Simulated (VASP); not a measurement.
# Nb5O (F-43m) in VASP: further runs, part 2 of 2

VASP 6.6.1.

## 3. Relaxation of cell and atoms, PBE

This run uses another cell than the first one, of 14.08 Å³/atom.

File INCAR:

```
SYSTEM = Nb5O
PREC = Accurate
ENCUT = 600
EDIFF = 1E-6
ISMEAR = 0
SIGMA = 0.1
LREAL = .False.
LASPH = .True.
NELM = 60
ALGO = Normal
ISIF = 3
LWAVE = .False.
LCHARG = .False.
GGA = PE
IBRION = 2
NSW = 90
EDIFFG = -0.04
```

File KPOINTS:

```
Automatic mesh
0
Gamma
  4 4 4
  0 0 0
```

File POSCAR:

```
Nb5O
1.0
    0.0000000000      3.4825606100      3.4825606100
    3.4825606100      0.0000000000      3.4825606100
    3.4825606100      3.4825606100      0.0000000000
Nb O
5 1
Direct
    0.2500000000      0.2500000000      0.2500000000
    0.6237722100      0.1286833600      0.6237722100
    0.6237722100      0.6237722100      0.1286833600
    0.6237722100      0.6237722100      0.6237722100
    0.1286833600      0.6237722100      0.6237722100
    0.0000000000      0.0000000000      0.0000000000
```

Potentials or basis: VASP PAW PBE potentials, release 64 (Nb_sv, O).

Started as:

```
$ cat potpaw_PBE.64/Nb_sv/POTCAR potpaw_PBE.64/O/POTCAR > POTCAR
$ mpirun -np 1 vasp_std > vasp.out
```

OUTCAR:

```text
SYSTEM = Nb5O
   PREC = Accurate
   ENCUT = 600
   EDIFF = 1E-6
   ISMEAR = 0
   LREAL = .False.
   LASPH = .True.
   NELM = 60
   ISIF = 3
   GGA = PE
   IBRION = 2
   NSW = 90
   EDIFFG = -0.04

 ion  position               nearest neighbor table
   1  0.250  0.250  0.250-   2 2.89   3 2.89   5 2.89   4 2.89   4 2.89   4 2.89   3 2.89   2 2.89
                             5 2.89   2 2.89   3 2.89   5 2.89
   2  0.624  0.129  0.624-   3 2.44   4 2.44   5 2.44   5 2.49   3 2.49   4 2.49   1 2.89   1 2.89
                             1 2.89
   3  0.624  0.624  0.129-   2 2.44   4 2.44   5 2.44   2 2.49   5 2.49   4 2.49   1 2.89   1 2.89
                             1 2.89
   4  0.624  0.624  0.624-   2 2.44   3 2.44   5 2.44   5 2.49   2 2.49   3 2.49   1 2.89   1 2.89
                             1 2.89
   5  0.129  0.624  0.624-   2 2.44   3 2.44   4 2.44   2 2.49   3 2.49   4 2.49   1 2.89   1 2.89
                             1 2.89
   6  0.000  0.000  0.000-

  LATTYP: Found a face centered cubic cell.
 ALAT       =     6.9651212200

  Lattice vectors:

 A1 = (   0.0000000000,   3.4825606100,   3.4825606100)
 A2 = (   3.4825606100,   0.0000000000,   3.4825606100)
 A3 = (   3.4825606100,   3.4825606100,   0.0000000000)

Analysis of symmetry for initial positions (statically):
=====================================================================
 Subroutine PRICEL returns:
 Original cell was already a primitive cell.

 Routine SETGRP: Setting up the symmetry group for a
 face centered cubic supercell.
[... 144 lines left out ...]
  energy-cutoff  :      600.00
  volume of cell :       84.47
 maximum number of plane-waves:      2840
   NGX = 19   NGY = 19   NGZ = 19

--------------------------------------- Ionic step        1  -------------------------------------------

 number of electron      71.0000004 magnetization

 Free energy of the ion-electron system (eV)
  ---------------------------------------------------
  ext. energy  EPLUGINS =         0.00000000
  ---------------------------------------------------
  free energy    TOTEN  =       -48.00068469 eV

  energy without entropy =      -47.98214798  energy(sigma->0) =      -47.99141633

 E-fermi :  13.0559     XC(G=0): -13.0644

 val. band max:       13.0166763329   @ k =   0.2500   0.2500   0.0000
 cond. band min:      13.0729384370   @ k =   0.5000   0.0000   0.0000
 fundamental gap:      0.0562621041
 Fermi energy:        13.0558692133

 k-point     1 :       0.0000    0.0000    0.0000
  band No.  band energies     occupation
      1     -42.1035      2.00000
      2     -41.3163      2.00000
      3     -41.0318      2.00000
      4     -41.0318      2.00000
      5     -41.0318      2.00000
      6     -21.0089      2.00000
[... 668 lines left out ...]
--------------------------------------- Ionic step        9  -------------------------------------------

 number of electron      71.0000005 magnetization

 Free energy of the ion-electron system (eV)
  ---------------------------------------------------
  ext. energy  EPLUGINS =         0.00000000
  ---------------------------------------------------
  free energy    TOTEN  =       -51.25228472 eV

  energy without entropy =      -51.20984517  energy(sigma->0) =      -51.23106495

 E-fermi :   9.1823     XC(G=0): -11.6802

 val. band max:        9.1456139929   @ k =  -0.2500   0.2500   0.0000
 cond. band min:       9.2267369307   @ k =   0.5000   0.5000   0.0000
 fundamental gap:      0.0811229378
 Fermi energy:         9.1823092091

 k-point     1 :       0.0000    0.0000    0.0000
  band No.  band energies     occupation
      1     -45.8202      2.00000
      2     -45.6391      2.00000
      3     -45.2335      2.00000
      4     -45.2335      2.00000
      5     -45.2335      2.00000
      6     -23.1321      2.00000
[... 382 lines left out ...]
  FREE ENERGIE OF THE ION-ELECTRON SYSTEM (eV)
  ---------------------------------------------------
  free  energy   TOTEN  =       -51.2522847223 eV

  energy  without entropy=      -51.2098451739  energy(sigma->0) =      -51.23106495

 reached required accuracy - stopping structural energy minimisation
```

OSZICAR:

```text
N       E                     dE             d eps       ncg     rms          rms(c)
DAV:   1     0.115514912618E+04    0.11551E+04   -0.42569E+04   672   0.202E+03
DAV:   2     0.618641001628E+02   -0.10933E+04   -0.10732E+04   708   0.826E+02
DAV:   3    -0.384408830087E+02   -0.10030E+03   -0.96874E+02  1168   0.182E+02
[... 128 lines left out ...]
DAV:   6    -0.512522080708E+02   -0.10094E-03   -0.27538E-04  1300   0.706E-02    0.595E-02
DAV:   7    -0.512522554092E+02   -0.47338E-04   -0.10531E-04  1180   0.496E-02    0.416E-02
DAV:   8    -0.512522851800E+02   -0.29771E-04   -0.13831E-04  1146   0.654E-02    0.540E-03
DAV:   9    -0.512522849493E+02    0.23064E-06   -0.11294E-05   868   0.205E-02    0.210E-03
DAV:  10    -0.512522847223E+02    0.22700E-06   -0.56158E-07   416   0.630E-03
   9 F= -.51252285E+02 E0= -.51231065E+02  d E =-.107321E-02
```

Run time: 13 min. Hardware: 1 thread of AMD EPYC 7R13, shared host; peak memory 0.22 GiB.

What came out:

| Property | Result |
| --- | --- |
| Free energy | -51.2523 eV |
| Relaxed volume | 18.35 Å³/atom |
| Relaxed cell | a = 5.380 Å, b = 5.380 Å, c = 5.380 Å, α = 60.00°, β = 60.00°, γ = 60.00° |
| Space group after relaxing (to 0.1 Å) | F-43m (No. 216) |
| Energy gained by relaxing | 541.9 meV/atom |
| Ionic steps | 9 |
| Pressure after relaxing | 0.0 GPa |
| Largest force after relaxing | 0.017 eV/Å |
| Band gap on the k mesh | zero (an odd number of electrons rules out a gap without spin polarisation) |

Forces in eV/Å, atoms in the order of the input:
```
Nb   0.000  0.000  0.000
Nb  -0.010  0.010 -0.010
Nb  -0.010 -0.010  0.010
Nb   0.010  0.010  0.010
Nb   0.010 -0.010 -0.010
O    0.000  0.000  0.000
```

Step by step:
| step | energy change (eV) | largest force (eV/Å) | pressure (GPa) | volume (Å³) |
| --- | --- | --- | --- | --- |
| 1 | 0.0000 | 1.3107 | 50.21 | 84.47 |
| 2 | 0.8214 | 0.9085 | -22.83 | 150.72 |
| 3 | -3.1078 | 1.2640 | -0.98 | 110.25 |
| 4 | -3.1159 | 1.2297 | 0.38 | 109.08 |
| 5 | -3.1162 | 1.2115 | 1.01 | 108.54 |
| 6 | -3.2502 | 0.0310 | -0.68 | 110.72 |
| 7 | -3.2505 | 0.0404 | -0.64 | 110.62 |
| 8 | -3.2505 | 0.0765 | 0.62 | 109.61 |
| 9 | -3.2516 | 0.0165 | -0.02 | 110.12 |

Final structure:
```cif
data_structure
_symmetry_space_group_name_H-M 'P 1'
_symmetry_Int_Tables_number 1
_cell_length_a 5.3802
_cell_length_b 5.3802
_cell_length_c 5.3802
_cell_angle_alpha 60.000
_cell_angle_beta 60.000
_cell_angle_gamma 60.000
_cell_volume 110.12
loop_
_atom_site_label
_atom_site_type_symbol
_atom_site_fract_x
_atom_site_fract_y
_atom_site_fract_z
_atom_site_occupancy
Nb1 Nb 0.25000 0.25000 0.25000 1
Nb2 Nb 0.62266 0.13203 0.62266 1
Nb3 Nb 0.62266 0.62266 0.13203 1
Nb4 Nb 0.62266 0.62266 0.62266 1
Nb5 Nb 0.13203 0.62266 0.62266 1
O1 O 0.00000 0.00000 0.00000 1
```

Caveat: the k points lie up to 0.36 Å⁻¹ apart in the final cell, too coarse for converged energies and pressures of a metal; the volume moved by over 15 % at a fixed basis, so the end points are rough; an odd number of electrons without spin polarisation forces a metal; a magnetic or distorted state may lie lower.

The gap in the log of VASP goes by the Fermi energy; the results here count the filled bands.